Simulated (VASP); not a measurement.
# SiO2 (P4_12_12) in VASP: a series of runs

Aim: see how the results for SiO2 move with the level of theory and the settings. Levels: PBE, r2SCAN. Tasks: electric field gradients.

All numbers are computed with VASP 6.6.1; they aren't measurements. Logs are shortened: lines on timing, memory, paths and dates and some standing lists are left out, and cuts for length are marked.

## Step 1: The cell of the first run

Symmetry: P4_12_12, No. 92, tetragonal system. The conventional cell has a = 4.978 Å, b = 4.978 Å, c = 6.948 Å, α = 90.00°, β = 90.00°, γ = 90.00°. Si (site symmetry 2) has 4 O at 1.60 to 1.61 Å within 2.1 Å. O (site symmetry 1) has 2 Si at 1.60 to 1.61 Å within 2.1 Å.

## Step 2: Electric field gradients, PBE

Contents of INCAR:

```
  PREC = Accurate
  ENCUT = 520
  EDIFF = 1E-8
  ISMEAR = -1
  SIGMA = 0.02
  LREAL = F
  LASPH = T
  NELM = 100
  ALGO = Normal
  ISIF = 2
  LWAVE = F
  LCHARG = F
  GGA = PE
  LEFG = T
  NBANDS = 44
```

Contents of KPOINTS:

```
Automatic mesh
0
Gamma
  5 5 4
```

Contents of POSCAR:

```
SiO2
1.0
    4.9780000000      0.0000000000      0.0000000000
    0.0000000000      4.9780000000      0.0000000000
    0.0000000000      0.0000000000      6.9480000000
Si O
4 8
Direct
    0.3000400000      0.3000400000      0.0000000000
    0.1999600000      0.8000400000      0.2500000000
    0.6999600000      0.6999600000      0.5000000000
    0.8000400000      0.1999600000      0.7500000000
    0.2397600000      0.1032400000      0.1784400000
    0.3967600000      0.7397600000      0.4284400000
    0.7602400000      0.8967600000      0.6784400000
    0.6032400000      0.2602400000      0.9284400000
    0.7397600000      0.3967600000      0.5715600000
    0.8967600000      0.7602400000      0.3215600000
    0.2602400000      0.6032400000      0.0715600000
    0.1032400000      0.2397600000      0.8215600000
```

Potentials or basis: VASP PAW PBE potentials, release 64 (Si, O).

Command:

```
> cat potpaw_PBE.64/Si/POTCAR potpaw_PBE.64/O/POTCAR > POTCAR
> mpirun -np 1 vasp_std > vasp.out
```

OUTCAR:

```text
PREC = Accurate
   ENCUT = 520
   EDIFF = 1E-8
   ISMEAR = -1
   LREAL = F
   LASPH = T
   NELM = 100
   ISIF = 2
   GGA = PE

 ion  position               nearest neighbor table
   1  0.300  0.300  0.000-   8 1.60  11 1.60   5 1.61  12 1.61   2 3.08   4 3.08   2 3.08   4 3.08

   2  0.200  0.800  0.250-   5 1.60  10 1.60   6 1.61  11 1.61   1 3.08   3 3.08   1 3.08   3 3.08

   3  0.700  0.700  0.500-   6 1.60   9 1.60   7 1.61  10 1.61   2 3.08   4 3.08   4 3.08   2 3.08

   4  0.800  0.200  0.750-   7 1.60  12 1.60   9 1.61   8 1.61   1 3.08   3 3.08   3 3.08   1 3.08

   5  0.240  0.103  0.178-   2 1.60   1 1.61
   6  0.397  0.740  0.428-   3 1.60   2 1.61
   7  0.760  0.897  0.678-   4 1.60   3 1.61
   8  0.603  0.260  0.928-   1 1.60   4 1.61
   9  0.740  0.397  0.572-   3 1.60   4 1.61
  10  0.897  0.760  0.322-   2 1.60   3 1.61
  11  0.260  0.603  0.072-   1 1.60   2 1.61
  12  0.103  0.240  0.822-   4 1.60   1 1.61

  LATTYP: Found a simple tetragonal cell.
 ALAT       =     4.9780000000
 C/A-ratio  =     1.3957412616

  Lattice vectors:

 A1 = (   4.9780000000,   0.0000000000,   0.0000000000)
 A2 = (   0.0000000000,   4.9780000000,   0.0000000000)
 A3 = (   0.0000000000,   0.0000000000,   6.9480000000)

Analysis of symmetry for initial positions (statically):
=====================================================================
 Subroutine PRICEL returns:
 Original cell was already a primitive cell.

 Routine SETGRP: Setting up the symmetry group for a
 simple tetragonal supercell.

 Subroutine GETGRP returns: Found  8 space group operations
 (whereof  2 operations were pure point group operations)
 out of a pool of 16 trial point group operations.

The static configuration has the point symmetry C_2 .
 The point group associated with its full space group is D_4 .

Analysis of symmetry for dynamics (positions and initial velocities):
=====================================================================
 Subroutine PRICEL returns:
 Original cell was already a primitive cell.

 Routine SETGRP: Setting up the symmetry group for a
 simple tetragonal supercell.

 Subroutine GETGRP returns: Found  8 space group operations
 (whereof  2 operations were pure point group operations)
 out of a pool of 16 trial point group operations.

The dynamic configuration has the point symmetry C_2 .
 The point group associated with its full space group is D_4 .

 Subroutine INISYM returns: Found  8 space group operations
 (whereof  2 operations are pure point group operations),
 and found     1 'primitive' translations

----------------------------------------------------------------------------------------

                                     Primitive cell

  volume of cell :     172.1748

  direct lattice vectors                    reciprocal lattice vectors
     4.978000000  0.000000000  0.000000000     0.200883889  0.000000000  0.000000000
     0.000000000  4.978000000  0.000000000     0.000000000  0.200883889  0.000000000
     0.000000000  0.000000000  6.948000000     0.000000000  0.000000000  0.143926310

  length of vectors
     4.978000000  4.978000000  6.948000000     0.200883889  0.200883889  0.143926310

  position of ions in fractional coordinates (direct lattice)
     0.300040000  0.300040000  0.000000000
     0.199960000  0.800040000  0.250000000
     0.699960000  0.699960000  0.500000000
     0.800040000  0.199960000  0.750000000
     0.239760000  0.103240000  0.178440000
     0.396760000  0.739760000  0.428440000
     0.760240000  0.896760000  0.678440000
     0.603240000  0.260240000  0.928440000
     0.739760000  0.396760000  0.571560000
     0.896760000  0.760240000  0.321560000
     0.260240000  0.603240000  0.071560000
     0.103240000  0.239760000  0.821560000

  ion indices of the primitive-cell ions
   primitive index   ion index
                 1           1
[... 97 lines left out ...]
  volume/ion in A,a.u.               =      14.35        96.82
  Fermi-wavevector in a.u.,A,eV,Ry     =   1.177095  2.224388 18.851598  1.385553
  Thomas-Fermi vector in A             =   2.313448
   LORBIT       =      0    0 simple, 1 ext, 2 COOP (PROOUT), +10 PAW based schemes
   GGA     = PE    functional components
   LHFCALC =     F    Hartree Fock is set to
   AEXX    =    0.0000 exact exchange contribution
   IVDW    =     0    specifies the selected vdW correction
   LEPSILON=     F    determine dielectric tensor
   LRPA    =     F    only Hartree local field effects (RPA)
 non-spin polarized calculation
  energy-cutoff  :      520.00
  volume of cell :      172.17
 maximum number of plane-waves:      4662
 NGX is ok and might be reduce to    40
   NGX = 19   NGY = 19   NGZ = 25

 number of electron      63.9999990 magnetization

 Free energy of the ion-electron system (eV)
  ---------------------------------------------------
  ext. energy  EPLUGINS =         0.00000000
  ---------------------------------------------------
  free energy    TOTEN  =       -94.77749467 eV

  energy without entropy =      -94.77749467  energy(sigma->0) =      -94.77749467

 E-fermi :   0.6002     XC(G=0):  -8.3917

 val. band max:        0.1183983082   @ k =   0.0000   0.0000   0.0000
 cond. band min:       5.8938441982   @ k =   0.0000   0.0000   0.0000
 fundamental gap:      5.7754458899
 Fermi energy:         0.6001565968

 k-point     1 :       0.0000    0.0000    0.0000
  band No.  band energies     occupation
      1     -19.4082      2.00000
      2     -18.4975      2.00000
      3     -18.4975      2.00000
      4     -17.3153      2.00000
      5     -17.2704      2.00000
      6     -17.2689      2.00000
[... 835 lines left out ...]
     43      11.0347      0.00000
     44      11.0347      0.00000

------------------------ aborting loop because EDIFF is reached ----------------------------------------

  FORCE on cell =-STRESS in cart. coord.  units (eV):
  Direction    XX          YY          ZZ          XY          YZ          ZX
  --------------------------------------------------------------------------------------
  -------------------------------------------------------------------------------------
  Total        7.8113877      7.8113877      7.0298054      0.0000000      0.0000000      0.0000000
  in kB       72.6890813     72.6890813     65.4160459      0.0000000      0.0000000      0.0000000
  external PRESSURE =      70.2647361 kB  Pullay stress =       0.0000000 kB

 VOLUME and BASIS-vectors are now :
 -----------------------------------------------------------------------------
  energy-cutoff  :      520.00
  volume of cell :      172.17
      direct lattice vectors                 reciprocal lattice vectors
     4.978000000  0.000000000  0.000000000     0.200883889  0.000000000  0.000000000
     0.000000000  4.978000000  0.000000000     0.000000000  0.200883889  0.000000000
     0.000000000  0.000000000  6.948000000     0.000000000  0.000000000  0.143926310

 POSITION                                       TOTAL-FORCE (eV/Angst)
 -----------------------------------------------------------------------------------
      1.49360      1.49360      0.00000        -0.137022     -0.137022     -0.000000
      0.99540      3.98260      1.73700         0.137022     -0.137022     -0.000000
      3.48440      3.48440      3.47400         0.137022      0.137022     -0.000000
      3.98260      0.99540      5.21100        -0.137022      0.137022     -0.000000
      1.19353      0.51393      1.23980        -0.033915      0.362804      0.241119
      1.97507      3.68253      2.97680        -0.362804     -0.033915      0.241119
      3.78447      4.46407      4.71380         0.033915     -0.362804      0.241119
      3.00293      1.29547      6.45080         0.362804      0.033915      0.241119
      3.68253      1.97507      3.97120        -0.033915     -0.362804     -0.241119
      4.46407      3.78447      2.23420        -0.362804      0.033915     -0.241119
      1.29547      3.00293      0.49720         0.033915      0.362804     -0.241119
      0.51393      1.19353      5.70820         0.362804     -0.033915     -0.241119
 -----------------------------------------------------------------------------------
    total drift:                                0.000000     -0.000000      0.000000

  FREE ENERGIE OF THE ION-ELECTRON SYSTEM (eV)
  ---------------------------------------------------
  free  energy   TOTEN  =       -94.7774946684 eV

  energy  without entropy=      -94.7774946684  energy(sigma->0) =      -94.77749467

 Electric field gradients (V/A^2)
---------------------------------------------------------------------
 ion       V_xx      V_yy      V_zz      V_xy      V_xz      V_yz
---------------------------------------------------------------------
   1      -0.694    -0.694     1.388     1.225     3.559    -3.559
   2      -0.694    -0.694     1.388    -1.225     3.559     3.559
   3      -0.694    -0.694     1.388     1.225    -3.559     3.559
   4      -0.694    -0.694     1.388    -1.225    -3.559    -3.559
   5     -46.198    42.927     3.271    17.864   -13.007   -56.916
   6      42.927   -46.198     3.271   -17.864    56.916   -13.007
   7     -46.198    42.927     3.271    17.864    13.007    56.916
   8      42.927   -46.198     3.271   -17.864   -56.916    13.007
   9     -46.198    42.927     3.271   -17.864    13.007   -56.916
  10      42.927   -46.198     3.271    17.864   -56.916   -13.007
  11     -46.198    42.927     3.271   -17.864   -13.007    56.916
  12      42.927   -46.198     3.271    17.864    56.916    13.007
---------------------------------------------------------------------

 Electric field gradients after diagonalization (V/A^2)
 (convention: |V_zz| > |V_xx| > |V_yy|)
----------------------------------------------------------------------
 ion       V_xx      V_yy      V_zz     asymmetry (V_yy - V_xx)/ V_zz
----------------------------------------------------------------------
   1       5.032     0.531    -5.563       0.809
   2       5.032     0.531    -5.563       0.809
   3       5.032     0.531    -5.563       0.809
   4       5.032     0.531    -5.563       0.809
   5     -49.868   -37.167    87.035       0.146
   6     -49.868   -37.167    87.035       0.146
   7     -49.868   -37.167    87.035       0.146
   8     -49.868   -37.167    87.035       0.146
   9     -49.868   -37.167    87.035       0.146
  10     -49.868   -37.167    87.035       0.146
  11     -49.868   -37.167    87.035       0.146
  12     -49.868   -37.167    87.035       0.146
----------------------------------------------------------------------

           NMR quadrupolar parameters

 Cq : quadrupolar parameter    Cq=e*Q*V_zz/h
 eta: asymmetry parameters     (V_yy - V_xx)/ V_zz
 Q  : nuclear electric quadrupole moment in mb (millibarn)
----------------------------------------------------------------------
 ion       Cq(MHz)       eta       Q (mb)
----------------------------------------------------------------------
   1      -0.013       0.809       1.000
   2      -0.013       0.809       1.000
   3      -0.013       0.809       1.000
   4      -0.013       0.809       1.000
   5       0.210       0.146       1.000
   6       0.210       0.146       1.000
   7       0.210       0.146       1.000
   8       0.210       0.146       1.000
   9       0.210       0.146       1.000
  10       0.210       0.146       1.000
  11       0.210       0.146       1.000
  12       0.210       0.146       1.000
----------------------------------------------------------------------
```

It took 2.2 min on 1 thread of Intel Xeon Platinum 8259CL at 2.50GHz (Skylake/Cascade Lake), shared host; peak memory 0.31 GiB.

What came out:

| Property | Result |
| --- | --- |
| Free energy | -94.7775 eV |
| Pressure | 7.0 GPa |
| Largest force | 0.437 eV/Å |
| Band gap on the k mesh | 5.78 eV |
| Largest electric field gradient by atom | Si -5.6; O +87.0 V/Å² |

Forces on the atoms (eV/Å):
```
Si  -0.137 -0.137  0.000
Si   0.137 -0.137  0.000
Si   0.137  0.137  0.000
Si  -0.137  0.137  0.000
O   -0.034  0.363  0.241
O   -0.363 -0.034  0.241
O    0.034 -0.363  0.241
O    0.363  0.034  0.241
O   -0.034 -0.363 -0.241
O   -0.363  0.034 -0.241
O    0.034  0.363 -0.241
O    0.363 -0.034 -0.241
```

Stress tensor (GPa, compression positive):
```
7.27 0.00 0.00
0.00 7.27 0.00
0.00 0.00 6.54
```

Levels at points of the mesh, in eV from the valence-band top:
```csv
k point,band 28,band 29,band 30,band 31,band 32,band 33,band 34,band 35,band 36,band 37
"(0.00, 0.00, 0.00)",-1.21,-0.68,-0.27,-0.27,0.00,5.78,8.86,8.86,9.31,9.31
"(0.00, 0.00, 0.50)",-0.80,-0.53,-0.53,-0.39,-0.39,7.02,7.02,9.52,9.52,9.72
```

Electric field gradients, principal values (V/Å²):
```
atom    least   middle  greatest (by size)
1 Si    0.531    5.032              -5.563
2 Si    0.531    5.032              -5.563
3 Si    0.531    5.032              -5.563
4 Si    0.531    5.032              -5.563
 5 O  -37.167  -49.868              87.035
 6 O  -37.167  -49.868              87.035
 7 O  -37.167  -49.868              87.035
 8 O  -37.167  -49.868              87.035
 9 O  -37.167  -49.868              87.035
10 O  -37.167  -49.868              87.035
11 O  -37.167  -49.868              87.035
12 O  -37.167  -49.868              87.035
```

Caveat: the cell stands under pressure; without QUAD_EFG the Cq values of the log hold for a quadrupole moment of 1 mb, not for the nuclei.

(Continued in part 2 of 2.)
